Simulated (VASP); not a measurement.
A run of VASP 6.6.1:

INCAR

```
SYSTEM = Ta
PREC = Accurate
ENCUT = 520
EDIFF = 1E-6
ISMEAR = -1
SIGMA = 0.1
LREAL = .FALSE.
LASPH = .TRUE.
NELM = 80
ALGO = Normal
ISIF = 2
LWAVE = .FALSE.
LCHARG = .TRUE.
GGA = B5
ALDAX = 1.0
AGGAX = 1.0
AGGAC = 1.0
ALDAC = 0.0
LELF = .TRUE.
LVHAR = .TRUE.
NBANDS = 18
```

KPOINTS

```
Automatic mesh
0
G
  14 14 7
  0 0 0
```

The input POSCAR:

```
Ta
1.0
    2.9176009711      0.0000000000      0.0000000000
   -1.4588004856      2.5267165590      0.0000000000
    0.0000000000      0.0000000000      5.2523838682
Ta
2
Direct
    0.3333333333      0.6666666667      0.2500000000
    0.6666666667      0.3333333333      0.7500000000
```

Potentials or basis: VASP PAW PBE potentials, release 64 (Ta_pv).

Command:

```console
$ cat potpaw_PBE.64/Ta_pv/POTCAR > POTCAR
$ mpirun -np 1 vasp_std > vasp.out
```

Hardware: 1 thread of Intel(R) Xeon(R) Platinum 8559C (Emerald Rapids) (shared host).

Question: Estimate the wall time of this run.

Answer: Wall time 31 s on 1 thread of Intel(R) Xeon(R) Platinum 8559C (Emerald Rapids) (shared host), peak memory 0.19 GiB. Counts: scf iterations 12, k points 96.
